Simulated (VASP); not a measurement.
# Zn2CdSe3 (P6_3mc) in VASP: further runs

The runs below take Zn2CdSe3 through single point, with r2SCAN, PBE.

Everything below comes from runs of VASP 6.6.1. Logs are shortened: lines on timing, memory, paths and dates and some standing lists are left out, and cuts for length are marked.

### Step 1. The cell of the first run

It takes space group P6_3mc (No. 186, hexagonal). The conventional cell has a = 4.148 Å, b = 4.148 Å, c = 20.570 Å, α = 90.00°, β = 90.00°, γ = 120.00°. Zn (site symmetry 3m) has 4 Se at 2.48 to 2.52 Å within 3.3 Å. Within 3.3 Å of Zn (site symmetry 3m) lie 4 Se at 2.49 to 2.52 Å. Within 3.5 Å of Cd (site symmetry 3m) lie 4 Se at 2.63 to 2.67 Å. Se (site symmetry 3m) has 1 Zn at 2.48 Å and 3 Cd at 2.63 Å within 3.3 Å. Se (site symmetry 3m) has 4 Zn at 2.49 to 2.52 Å within 3.3 Å. Se (site symmetry 3m) has 3 Zn at 2.52 Å and 1 Cd at 2.67 Å within 3.3 Å.

### Step 2. Single point, r2SCAN

Contents of POSCAR:

```
Zn2CdSe3
1.0
    4.1484554214      0.0000000000      0.0000000000
   -2.0742277107      3.5926677814      0.0000000000
    0.0000000000      0.0000000000     20.5700491000
Zn Cd Se
4 2 6
Direct
    0.3333333333      0.6666666667      0.9976820000
    0.3333333333      0.6666666667      0.3387040000
    0.6666666667      0.3333333333      0.4976820000
    0.6666666667      0.3333333333      0.8387040000
    0.3333333333      0.6666666667      0.6705410000
    0.6666666667      0.3333333333      0.1705410000
    0.3333333333      0.6666666667      0.1181550000
    0.3333333333      0.6666666667      0.4596600000
    0.3333333333      0.6666666667      0.8002580000
    0.6666666667      0.3333333333      0.3002580000
    0.6666666667      0.3333333333      0.6181550000
    0.6666666667      0.3333333333      0.9596600000
```

Contents of INCAR.step1:

```
ALGO = Normal
EDIFF = 1E-5
ENCUT = 550
GGA = PE
GGA_COMPAT = F
ISMEAR = 0
LASPH = T
LCHARG = F
LREAL = F
LWAVE = T
NBANDS = 66
NELM = 120
PREC = Accurate
SIGMA = 0.02
```

Contents of INCAR.step2:

```
ALGO = Normal
EDIFF = 1E-6
ENCUT = 550
GGA_COMPAT = F
ISIF = 2
ISMEAR = 0
ISTART = 1
LASPH = T
LCHARG = T
LELF = T
LMIXTAU = T
LREAL = F
LVHAR = T
LWAVE = F
METAGGA = R2SCAN
NBANDS = 66
NELM = 120
PREC = Accurate
SIGMA = 0.02
```

Contents of KPOINTS:

```
k-points
0
Gamma
  6 6 2
```

Potentials or basis: VASP PAW PBE potentials, release 64 (Zn, Cd, Se).

Started as:

```bash
> cat potpaw_PBE.64/Zn/POTCAR potpaw_PBE.64/Cd/POTCAR potpaw_PBE.64/Se/POTCAR > POTCAR
> cp INCAR.step1 INCAR
> mpirun -np 1 vasp_std > vasp.out
> cp INCAR.step2 INCAR
> mpirun -np 1 vasp_std > vasp.out
```

OUTCAR:

```text
EDIFF = 1E-6
   ENCUT = 550
   ISIF = 2
   ISMEAR = 0
   ISTART = 1
   LASPH = T
   LREAL = F
   METAGGA = R2SCAN
   NELM = 120
   PREC = Accurate

 ion  position               nearest neighbor table
   1  0.333  0.667  0.998-   7 2.48  12 2.52  12 2.52  12 2.52
   2  0.333  0.667  0.339-   8 2.49  10 2.52  10 2.52  10 2.52
   3  0.667  0.333  0.498-  11 2.48   8 2.52   8 2.52   8 2.52
   4  0.667  0.333  0.839-  12 2.49   9 2.52   9 2.52   9 2.52
   5  0.333  0.667  0.671-  11 2.63  11 2.63  11 2.63   9 2.67
   6  0.667  0.333  0.171-   7 2.63   7 2.63   7 2.63  10 2.67
   7  0.333  0.667  0.118-   1 2.48   6 2.63   6 2.63   6 2.63
   8  0.333  0.667  0.460-   2 2.49   3 2.52   3 2.52   3 2.52
   9  0.333  0.667  0.800-   4 2.52   4 2.52   4 2.52   5 2.67
  10  0.667  0.333  0.300-   2 2.52   2 2.52   2 2.52   6 2.67
  11  0.667  0.333  0.618-   3 2.48   5 2.63   5 2.63   5 2.63
  12  0.667  0.333  0.960-   4 2.49   1 2.52   1 2.52   1 2.52

  LATTYP: Found a hexagonal cell.
 ALAT       =     4.1484554214
 C/A-ratio  =     4.9584838236

  Lattice vectors:

 A1 = (   4.1484554214,   0.0000000000,   0.0000000000)
 A2 = (  -2.0742277107,   3.5926677814,   0.0000000000)
 A3 = (   0.0000000000,   0.0000000000,  20.5700491000)

Analysis of symmetry for initial positions (statically):
=====================================================================
 Subroutine PRICEL returns:
 Original cell was already a primitive cell.

 Routine SETGRP: Setting up the symmetry group for a
 hexagonal supercell.

 Subroutine GETGRP returns: Found 12 space group operations
 (whereof  6 operations were pure point group operations)
 out of a pool of 24 trial point group operations.

The static configuration has the point symmetry C_3v.
 The point group associated with its full space group is C_6v.

Analysis of symmetry for dynamics (positions and initial velocities):
=====================================================================
 Subroutine PRICEL returns:
 Original cell was already a primitive cell.

 Routine SETGRP: Setting up the symmetry group for a
 hexagonal supercell.

 Subroutine GETGRP returns: Found 12 space group operations
 (whereof  6 operations were pure point group operations)
 out of a pool of 24 trial point group operations.

The dynamic configuration has the point symmetry C_3v.
 The point group associated with its full space group is C_6v.

 Subroutine INISYM returns: Found 12 space group operations
 (whereof  6 operations are pure point group operations),
 and found     1 'primitive' translations

----------------------------------------------------------------------------------------

                                     Primitive cell

  volume of cell :     306.5765

  direct lattice vectors                    reciprocal lattice vectors
     4.148455421  0.000000000  0.000000000     0.241053573  0.139172345  0.000000000
    -2.074227711  3.592667781  0.000000000     0.000000000  0.278344690  0.000000000
     0.000000000  0.000000000 20.570049100     0.000000000  0.000000000  0.048614371

  length of vectors
     4.148455421  4.148455421 20.570049100     0.278344690  0.278344690  0.048614371

  position of ions in fractional coordinates (direct lattice)
     0.333333333  0.666666667  0.997682000
     0.333333333  0.666666667  0.338704000
     0.666666667  0.333333333  0.497682000
     0.666666667  0.333333333  0.838704000
     0.333333333  0.666666667  0.670541000
     0.666666667  0.333333333  0.170541000
     0.333333333  0.666666667  0.118155000
     0.333333333  0.666666667  0.459660000
     0.333333333  0.666666667  0.800258000
     0.666666667  0.333333333  0.300258000
     0.666666667  0.333333333  0.618155000
     0.666666667  0.333333333  0.959660000

  ion indices of the primitive-cell ions
   primitive index   ion index
                 1           1
                 2           2
                 3           3
                 4           4
                 5           5
                 6           6
                 7           7
                 8           8
                 9           9
                10          10
                11          11
                12          12

----------------------------------------------------------------------------------------

 KPOINTS: k-points

Automatic generation of k-mesh.
 Grid dimensions read from file:
 generate k-points for:    6    6    2

 Generating k-lattice:

  Cartesian coordinates                     Fractional coordinates (reciprocal lattice)
     0.040175595  0.023195391  0.000000000     0.166666667 -0.000000000  0.000000000
     0.000000000  0.046390782  0.000000000     0.000000000  0.166666667  0.000000000
     0.000000000  0.000000000  0.024307186     0.000000000  0.000000000  0.500000000

  Length of vectors
     0.046390782  0.046390782  0.024307186

  Shift w.r.t. Gamma in fractional coordinates (k-lattice)
     0.000000000  0.000000000  0.000000000

 Subroutine IBZKPT returns following result:
 ===========================================

 Found     14 irreducible k-points:

 Following reciprocal coordinates:
            Coordinates               Weight
  0.000000  0.000000  0.000000      1.000000
  0.166667 -0.000000  0.000000      6.000000
  0.333333  0.000000  0.000000      6.000000
  0.500000 -0.000000  0.000000      3.000000
  0.166667  0.166667  0.000000      6.000000
  0.333333  0.166667  0.000000     12.000000
  0.333333  0.333333  0.000000      2.000000
  0.000000  0.000000  0.500000      1.000000
  0.166667 -0.000000  0.500000      6.000000
  0.333333  0.000000  0.500000      6.000000
  0.500000 -0.000000  0.500000      3.000000
  0.166667  0.166667  0.500000      6.000000
  0.333333  0.166667  0.500000     12.000000
  0.333333  0.333333  0.500000      2.000000
   k-points           NKPTS =     14   k-points in BZ     NKDIM =     14   number of bands    NBANDS=     66
   number of dos      NEDOS =    301   number of ions     NIONS =     12
   total plane-waves  NPLWV = 163840
   dimension x,y,z NGX =    32 NGY =   32 NGZ =  160
   dimension x,y,z NGXF=    64 NGYF=   64 NGZF=  320
   ions per type =               4   2   6
   NGX,Y,Z   is equivalent  to a cutoff of  12.82, 12.82, 12.93 a.u.
   NGXF,Y,Z  is equivalent  to a cutoff of  25.65, 25.65, 25.86 a.u.
 SYSTEM =  unknown system
   PREC   = accura    normal or accurate (medium, high low for compatibility)
   ISTART =      1    job   : 0-new  1-cont  2-samecut
   ICHARG =      0    charge: 1-file 2-atom 10-const
   ISPIN  =      1    spin polarized calculation?
   LNONCOLLINEAR =      F non collinear calculations
   LSORBIT =      F    spin-orbit coupling
   LASPH  =      T    aspherical Exc in radial PAW
   ENCUT  =  550.0 eV  40.42 Ry    6.36 a.u.   7.93  7.93 39.33*2*pi/ulx,y,z
   NELM   =    120;   NELMIN=  2; NELMDL=  0     # of ELM steps
   EDIFF  = 0.1E-05   stopping-criterion for ELM
   LREAL  =      F    real-space projection
[... 7 lines left out ...]
   TEBEG  =    0.0;   TEEND  =   0.0 temperature during run
   PSTRESS=    0.0 pullay stress
   NELECT =     108.0000    total number of electrons
   NUPDOWN=      -1.0000    fix difference up-down
   EMIN   =  10.00;   EMAX   =-10.00  energy-range for DOS
   EFERMI =   0.00;   METHOD = LEGACY
   ISMEAR =     0;   SIGMA  =   0.02  broadening in eV -4-tet -1-fermi 0-gaus
   EFERMI_NEDOS =   21; number of points for ismear=-14 and -15
   IALGO  =     38    algorithm
   IMIX   =      4    mixing-type and parameters
     AMIX     =   0.40;   BMIX     =  1.00
     AMIX_MAG =   1.60;   BMIX_MAG =  1.00
  volume/ion in A,a.u.               =      25.55       172.41
  Fermi-wavevector in a.u.,A,eV,Ry     =   1.156209  2.184919 18.188541  1.336820
  Thomas-Fermi vector in A             =   2.292831
   LORBIT       =      0    0 simple, 1 ext, 2 COOP (PROOUT), +10 PAW based schemes
   METAGGA = R2SCAN    functional components
   LHFCALC =     F    Hartree Fock is set to
   AEXX    =    0.0000 exact exchange contribution
   IVDW    =     0    specifies the selected vdW correction
   LEPSILON=     F    determine dielectric tensor
   LRPA    =     F    only Hartree local field effects (RPA)
 non-spin polarized calculation
 Gauss-broadening in eV      SIGMA  =   0.02
  energy-cutoff  :      550.00
  volume of cell :      306.58
 maximum number of plane-waves:      9060
 NGX is ok and might be reduce to    32
   NGX = 15   NGY = 15   NGZ = 79

 number of electron     108.0000037 magnetization

 Free energy of the ion-electron system (eV)
  ---------------------------------------------------
  ext. energy  EPLUGINS =         0.00000000
  ---------------------------------------------------
  free energy    TOTEN  =      -171.07057291 eV

  energy without entropy =     -171.07057291  energy(sigma->0) =     -171.07057291

 E-fermi :   0.9819     XC(G=0):  -9.5423

 val. band max:        0.8683923865   @ k =   0.0000   0.0000   0.0000
 cond. band min:       2.1202731263   @ k =   0.0000   0.0000   0.0000
 fundamental gap:      1.2518807398
 Fermi energy:         0.9818851293

 k-point     1 :       0.0000    0.0000    0.0000
  band No.  band energies     occupation
      1     -12.5187      2.00000
      2     -12.4621      2.00000
      3     -12.2396      2.00000
      4     -12.1045      2.00000
      5     -11.9115      2.00000
      6     -11.8320      2.00000
[... 58 lines left out ...]
     65       6.9674      0.00000
     66       7.0521      0.00000

 k-point     2 :       0.1667   -0.0000    0.0000
  band No.  band energies     occupation
      1     -12.3913      2.00000
      2     -12.3395      2.00000
      3     -12.1376      2.00000
      4     -12.0167      2.00000
      5     -11.8451      2.00000
      6     -11.7758      2.00000
[... 817 lines left out ...]
     65       7.0180      0.00000
     66       7.0180      0.00000

 k-point    14 :       0.3333    0.3333    0.5000
  band No.  band energies     occupation
      1     -11.7702      2.00000
      2     -11.7702      2.00000
      3     -11.7428      2.00000
      4     -11.7428      2.00000
      5     -11.6768      2.00000
      6     -11.6768      2.00000
[... 58 lines left out ...]
     65       7.5760      0.00000
     66       7.5760      0.00000

------------------------ aborting loop because EDIFF is reached ----------------------------------------

  FORCE on cell =-STRESS in cart. coord.  units (eV):
  Direction    XX          YY          ZZ          XY          YZ          ZX
  --------------------------------------------------------------------------------------
  -------------------------------------------------------------------------------------
  Total       -3.2218377     -3.2218377     -3.3762219      0.0000000      0.0000000      0.0000000
  in kB      -16.8374156    -16.8374156    -17.6442317      0.0000000      0.0000000      0.0000000
  external PRESSURE =     -17.1063543 kB  Pullay stress =       0.0000000 kB

 VOLUME and BASIS-vectors are now :
 -----------------------------------------------------------------------------
  energy-cutoff  :      550.00
  volume of cell :      306.58
      direct lattice vectors                 reciprocal lattice vectors
     4.148455421  0.000000000  0.000000000     0.241053573  0.139172345  0.000000000
    -2.074227711  3.592667781  0.000000000     0.000000000  0.278344690  0.000000000
     0.000000000  0.000000000 20.570049100     0.000000000  0.000000000  0.048614371

 POSITION                                       TOTAL-FORCE (eV/Angst)
 -----------------------------------------------------------------------------------
     -0.00000      2.39511     20.52237        -0.000000      0.000000      0.026993
     -0.00000      2.39511      6.96716        -0.000000     -0.000000      0.021580
      2.07423      1.19756     10.23734         0.000000     -0.000000      0.026993
      2.07423      1.19756     17.25218         0.000000      0.000000      0.021580
     -0.00000      2.39511     13.79306        -0.000000     -0.000000     -0.025683
      2.07423      1.19756      3.50804         0.000000      0.000000     -0.025683
     -0.00000      2.39511      2.43045         0.000000      0.000000     -0.041952
     -0.00000      2.39511      9.45523         0.000000      0.000000     -0.021500
     -0.00000      2.39511     16.46135         0.000000      0.000000      0.040563
      2.07423      1.19756      6.17632         0.000000      0.000000      0.040563
      2.07423      1.19756     12.71548         0.000000      0.000000     -0.041952
      2.07423      1.19756     19.74025        -0.000000      0.000000     -0.021500
 -----------------------------------------------------------------------------------
    total drift:                                0.000000     -0.000000     -0.001661

  FREE ENERGIE OF THE ION-ELECTRON SYSTEM (eV)
  ---------------------------------------------------
  free  energy   TOTEN  =      -171.0705729063 eV

  energy  without entropy=     -171.0705729063  energy(sigma->0) =     -171.07057291
```

Run time: 11 min. Hardware: 1 thread of Intel Xeon 6975P-C (Granite Rapids), shared host; peak memory 0.58 GiB.

What came out:

* Free energy: -171.0706 eV
* Pressure: -1.7 GPa
* Largest force: 0.042 eV/Å
* Band gap on the k mesh: 1.25 eV

Forces on the atoms (eV/Å):
```
Zn   0.000  0.000  0.027
Zn   0.000  0.000  0.022
Zn   0.000  0.000  0.027
Zn   0.000  0.000  0.022
Cd   0.000  0.000 -0.026
Cd   0.000  0.000 -0.026
Se   0.000  0.000 -0.042
Se   0.000  0.000 -0.021
Se   0.000  0.000  0.041
Se   0.000  0.000  0.041
Se   0.000  0.000 -0.042
Se   0.000  0.000 -0.021
```

Caveat: the PAW data sets were made with another functional, which shifts forces and pressure a little.

### Step 3. Single point, PBE

Contents of INCAR:

```
ALGO = Normal
EDIFF = 1E-6
ENCUT = 520
GGA = PE
ISIF = 2
ISMEAR = 0
LASPH = T
LCHARG = T
LELF = T
LREAL = F
LVHAR = T
LWAVE = F
NBANDS = 66
NELM = 80
PREC = Accurate
SIGMA = 0.1
```

Contents of KPOINTS:

```
k-points
0
Gamma
  6 6 1
```

Contents of POSCAR:

```
Zn2CdSe3
1.0
    4.1484554000      0.0000000000      0.0000000000
   -2.0742277000      3.5926678000      0.0000000000
    0.0000000000      0.0000000000     20.5700491000
Zn Cd Se
4 2 6
Direct
    0.3333333000      0.6666667000      0.9976820000
    0.3333333000      0.6666667000      0.3387040000
    0.6666667000      0.3333333000      0.4976820000
    0.6666667000      0.3333333000      0.8387040000
    0.3333333000      0.6666667000      0.6705410000
    0.6666667000      0.3333333000      0.1705410000
    0.3333333000      0.6666667000      0.1181550000
    0.3333333000      0.6666667000      0.4596600000
    0.3333333000      0.6666667000      0.8002580000
    0.6666667000      0.3333333000      0.3002580000
    0.6666667000      0.3333333000      0.6181550000
    0.6666667000      0.3333333000      0.9596600000
```

Potentials or basis: VASP PAW PBE potentials, release 64 (Zn, Cd, Se).

Started as:

```bash
> cat potpaw_PBE.64/Zn/POTCAR potpaw_PBE.64/Cd/POTCAR potpaw_PBE.64/Se/POTCAR > POTCAR
> mpirun -np 1 vasp_std > vasp.out
```

OUTCAR:

```text
EDIFF = 1E-6
   ENCUT = 520
   GGA = PE
   ISIF = 2
   ISMEAR = 0
   LASPH = T
   LREAL = F
   NELM = 80
   PREC = Accurate

 ion  position               nearest neighbor table
   1  0.333  0.667  0.998-   7 2.48  12 2.52  12 2.52  12 2.52
   2  0.333  0.667  0.339-   8 2.49  10 2.52  10 2.52  10 2.52
   3  0.667  0.333  0.498-  11 2.48   8 2.52   8 2.52   8 2.52
   4  0.667  0.333  0.839-  12 2.49   9 2.52   9 2.52   9 2.52
   5  0.333  0.667  0.671-  11 2.63  11 2.63  11 2.63   9 2.67
   6  0.667  0.333  0.171-   7 2.63   7 2.63   7 2.63  10 2.67
   7  0.333  0.667  0.118-   1 2.48   6 2.63   6 2.63   6 2.63
   8  0.333  0.667  0.460-   2 2.49   3 2.52   3 2.52   3 2.52
   9  0.333  0.667  0.800-   4 2.52   4 2.52   4 2.52   5 2.67
  10  0.667  0.333  0.300-   2 2.52   2 2.52   2 2.52   6 2.67
  11  0.667  0.333  0.618-   3 2.48   5 2.63   5 2.63   5 2.63
  12  0.667  0.333  0.960-   4 2.49   1 2.52   1 2.52   1 2.52

  LATTYP: Found a hexagonal cell.
 ALAT       =     4.1484554000
[... 199 lines left out ...]
      4     -11.3665      2.00000
      5     -11.1870      2.00000
      6     -11.1074      2.00000
[... 472 lines left out ...]
     65       7.3628      0.00000
     66       7.6103      0.00000

------------------------ aborting loop because EDIFF is reached ----------------------------------------

  FORCE on cell =-STRESS in cart. coord.  units (eV):
  Direction    XX          YY          ZZ          XY          YZ          ZX
  --------------------------------------------------------------------------------------
  -------------------------------------------------------------------------------------
  Total        0.4290072      0.4290072      0.4926245      0.0000000      0.0000000      0.0000000
  in kB        2.2420040      2.2420040      2.5744694      0.0000000      0.0000000      0.0000000
  external PRESSURE =       2.3528258 kB  Pullay stress =       0.0000000 kB

 VOLUME and BASIS-vectors are now :
 -----------------------------------------------------------------------------
  energy-cutoff  :      520.00
  volume of cell :      306.58
      direct lattice vectors                 reciprocal lattice vectors
     4.148455400  0.000000000  0.000000000     0.241053574  0.139172344  0.000000000
    -2.074227700  3.592667800  0.000000000     0.000000000  0.278344689  0.000000000
     0.000000000  0.000000000 20.570049100     0.000000000  0.000000000  0.048614371

 POSITION                                       TOTAL-FORCE (eV/Angst)
 -----------------------------------------------------------------------------------
     -0.00000      2.39511     20.52237        -0.000000      0.000000     -0.002634
     -0.00000      2.39511      6.96716         0.000000     -0.000000      0.001566
      2.07423      1.19756     10.23734         0.000000     -0.000000     -0.002634
      2.07423      1.19756     17.25218        -0.000000     -0.000000      0.001566
     -0.00000      2.39511     13.79306         0.000000     -0.000000      0.006037
      2.07423      1.19756      3.50804        -0.000000     -0.000000      0.006037
     -0.00000      2.39511      2.43045         0.000000      0.000000     -0.018579
     -0.00000      2.39511      9.45523        -0.000000      0.000000     -0.000010
     -0.00000      2.39511     16.46135        -0.000000      0.000000      0.013621
      2.07423      1.19756      6.17632         0.000000     -0.000000      0.013621
      2.07423      1.19756     12.71548         0.000000     -0.000000     -0.018579
      2.07423      1.19756     19.74025         0.000000     -0.000000     -0.000010
 -----------------------------------------------------------------------------------
    total drift:                                0.000063     -0.000037      0.003178

  FREE ENERGIE OF THE ION-ELECTRON SYSTEM (eV)
  ---------------------------------------------------
  free  energy   TOTEN  =       -34.8015168679 eV

  energy  without entropy=      -34.8015168603  energy(sigma->0) =      -34.80151686
```

Wall time 6.8 min (1 thread of Intel Xeon 8259CL, shared host); peak memory 0.48 GiB.

Results:

```yaml
Free_energy: -34.8015 eV
Pressure: 0.2 GPa
Largest_force: 0.019 eV/Å
Band_gap_on_the_k_mesh: 0.73 eV
```

Forces on the atoms (eV/Å):
```
Zn   0.000  0.000 -0.003
Zn   0.000  0.000  0.002
Zn   0.000  0.000 -0.003
Zn   0.000  0.000  0.002
Cd   0.000  0.000  0.006
Cd   0.000  0.000  0.006
Se   0.000  0.000 -0.019
Se   0.000  0.000  0.000
Se   0.000  0.000  0.014
Se   0.000  0.000  0.014
Se   0.000  0.000 -0.019
Se   0.000  0.000  0.000
```

Caveat: semilocal functionals underestimate gaps, and a narrow one can read as zero.

[end of part 1 of 2]
